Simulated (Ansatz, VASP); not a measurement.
**Two plane-wave programs on ScIr2**

File INCAR:

```
PREC = Accurate
ENCUT = 520
EDIFF = 1E-6
ISMEAR = 0
SIGMA = 0.1
LREAL = False
LASPH = True
NELM = 80
ALGO = Normal
ISIF = 2
LWAVE = False
LCHARG = True
GGA = CA
LELF = True
LVHAR = True
NBANDS = 38
```

KPOINTS

```
regular mesh
0
Gamma
  6 6 6
```

The input POSCAR:

```
ScIr2
1.0
    0.0000000000      3.5732913475      3.5732913475
    3.5732913475      0.0000000000      3.5732913475
    3.5732913475      3.5732913475      0.0000000000
Sc Ir
2 4
Direct
    0.0000000000      0.0000000000      0.0000000000
    0.2500000000      0.2500000000      0.2500000000
    0.6250000000      0.6250000000      0.6250000000
    0.1250000000      0.6250000000      0.6250000000
    0.6250000000      0.6250000000      0.1250000000
    0.6250000000      0.1250000000      0.6250000000
```

Input for Ansatz:

```yaml
crystal:
  lattice:
    - [0.0, 3.5732913475280768, 3.5732913475280768]
    - [3.5732913475280768, 0.0, 3.5732913475280768]
    - [3.5732913475280768, 3.5732913475280768, 0.0]
  atoms:
    - { symbol: Sc, position: [0.0, 0.0, 0.0] }
    - { symbol: Sc, position: [0.25, 0.25, 0.25] }
    - { symbol: Ir, position: [0.625, 0.625, 0.625] }
    - { symbol: Ir, position: [0.125, 0.625, 0.625] }
    - { symbol: Ir, position: [0.625, 0.625, 0.125] }
    - { symbol: Ir, position: [0.625, 0.125, 0.625] }
basis:
  ecutwfc: 510.0
kpoints:
  mp_grid:
    grid: [6, 6, 6]
hamiltonian:
  xc: lda
scf:
  max_iter: 80
  convergence:
    dr2_threshold: 1.0e-09
  occupations:
    method: gaussian
    width: 0.1
output:
  stress: true
```

Alike in both runs: task single point; functional LDA; k mesh 6 × 6 × 6; occupations gaussian, width 0.1 eV; no spin polarisation.

|  | VASP | Ansatz |
| --- | --- | --- |
| version | VASP 6.6.1 | Ansatz 0.2.0 |
| potentials or method | VASP PAW LDA potentials, release 64 (Sc_sv, Ir), cutoff 520 eV | plane waves, PAW |
| valence electrons in the cell | 58 | 90 |

```csv
,VASP,Ansatz,Ansatz less VASP
pressure (GPa),17.0,15.2,-1.78
```

LDA's correlation is that of Perdew and Zunger in VASP and of Perdew and Wang (1992) in Ansatz. VASP's potentials hold 58 valence electrons a cell and Ansatz's 90, so a difference there can come from the potentials and not from the codes. Ansatz's warnings: stress scf threshold loose.

Spin-orbit coupling is off throughout.
